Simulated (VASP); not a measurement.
Here is a VASP 6.6.1 calculation.

File INCAR:

```
SYSTEM = Yb
  ALGO = Normal
  EDIFF = 1E-6
  ENCUT = 520
  GGA = RE
  ISIF = 2
  ISMEAR = -1
  LASPH = .TRUE.
  LCHARG = .FALSE.
  LREAL = .FALSE.
  LWAVE = .FALSE.
  NBANDS = 31
  NELM = 100
  PREC = Accurate
  SIGMA = 0.1
```

The input KPOINTS:

```
k-points
0
G
  7 7 7
  0 0 0
```

Contents of POSCAR:

```
Yb
1.0
    0.0000000000      4.3152747066      4.3152747066
    4.3152747066      0.0000000000      4.3152747066
    4.3152747066      4.3152747066      0.0000000000
Yb
2
Direct
    0.1250000000      0.1250000000      0.1250000000
    0.8750000000      0.8750000000      0.8750000000
```

Potentials or basis: VASP PAW PBE potentials, release 64 (Yb).

Command:

```console
$ cat potpaw_PBE.64/Yb/POTCAR > POTCAR
$ mpirun -np 1 vasp_std > vasp.out
```

Problem. What does it give for the pressure?

Solution. 0.3 GPa.

Problem. Estimate the band gap on the k mesh.

Solution. Zero (band 24 reaches 0.51 eV, above the bottom of band 25 at -0.52 eV).

Caveat: the PAW data sets were made with another functional, which shifts forces and pressure a little; spin-orbit coupling is left out, which moves the levels of the heavy elements. Spin polarisation is off, so any magnetic state and its effect on volume and gap are missing.
